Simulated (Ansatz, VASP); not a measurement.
# La2OF2: VASP beside Ansatz

The input INCAR:

```
PREC = Accurate ; ENCUT = 520
EDIFF = 1E-7 ; ISMEAR = 0
SIGMA = 0.1 ; LREAL = False
LASPH = True ; NELM = 100
ALGO = Normal ; ISIF = 2
LWAVE = False ; LCHARG = False
GGA = PE ; NBANDS = 53
```

The input KPOINTS:

```
Automatic mesh
0
Gamma
  6 6 1
```

Contents of POSCAR:

```
La2OF2
1.0
    3.7399958600      0.0000000000      0.0000000000
   -1.8699979300      3.2389314300      0.0000000000
    0.0000000000      0.0000000000     15.9567340000
La O F
4 2 4
Direct
    0.0000000000      0.0000000000      0.6050955100
    0.0000000000      0.0000000000      0.3949044900
    0.0000000000      0.0000000000      0.1050955100
    0.0000000000      0.0000000000      0.8949044900
    0.6666666700      0.3333333300      0.7500000000
    0.3333333300      0.6666666700      0.2500000000
    0.6666666700      0.3333333300      0.0039604200
    0.3333333300      0.6666666700      0.9960395800
    0.3333333300      0.6666666700      0.5039604200
    0.6666666700      0.3333333300      0.4960395800
```

Input for Ansatz:

```yaml
crystal:
  lattice:
    - [3.73999586, 0.0, 0.0]
    - [-1.86999793, 3.23893143, 0.0]
    - [0.0, 0.0, 15.956734]
  atoms:
    - { symbol: La, position: [0.0, 0.0, 0.60509551] }
    - { symbol: La, position: [0.0, 0.0, 0.39490449] }
    - { symbol: La, position: [0.0, 0.0, 0.10509551] }
    - { symbol: La, position: [0.0, 0.0, 0.89490449] }
    - { symbol: O, position: [0.66666667, 0.33333333, 0.75] }
    - { symbol: O, position: [0.33333333, 0.66666667, 0.25] }
    - { symbol: F, position: [0.66666667, 0.33333333, 0.00396042] }
    - { symbol: F, position: [0.33333333, 0.66666667, 0.99603958] }
    - { symbol: F, position: [0.33333333, 0.66666667, 0.50396042] }
    - { symbol: F, position: [0.66666667, 0.33333333, 0.49603958] }
basis:
  ecutwfc: 420
kpoints:
  mp_grid: { grid: [6, 6, 1] }
hamiltonian:
  xc: pbe
scf:
  occupations: { method: gaussian, width: 0.1 }
  lower_state_search: "off"
output:
  forces: true
  stress: true
  eigenvalues: true
```

Change from the starting cell: species swapped into the Y2Co2I type (P6_3/mmc, No. 194).

Alike in both runs: task single point; functional PBE; k mesh 6 × 6 × 1; occupations gaussian, width 0.1 eV; no spin polarisation.

|  | VASP | Ansatz |
| --- | --- | --- |
| version | VASP 6.6.1 | Ansatz 0.2.0 |
| potentials or method | VASP PAW PBE potentials, release 64 (La, O, F), cutoff 520 eV | scalar-relativistic, plane waves, PAW |
| valence electrons in the cell | 84 | 84 |

VASP gave:

| Quantity | Value |
| --- | --- |
| gap on the k mesh at the Fermi level (eV) | none |
| pressure (GPa) | -5.4 |
| traceless stress, the component that is largest in VASP (GPa) | -19.16 |
| rms of the force components (eV/Å) | 0.962 |

Problem. Estimate Ansatz's values.

Solution. gap on the k mesh at the Fermi level (eV): none; pressure (GPa): -5.2; traceless stress, the component that is largest in VASP (GPa): -19.19; rms of the force components (eV/Å): 0.962.

Atom by atom the forces differ by 0.001 eV/Å (rms over components). A gap of «none» marks a metal or a gap that the smearing closes. The functional is the same, so the differences come from potentials, cutoffs and numerics.

The k mesh is coarse, so the values compare programs but aren't converged. Spin-orbit coupling is off throughout.
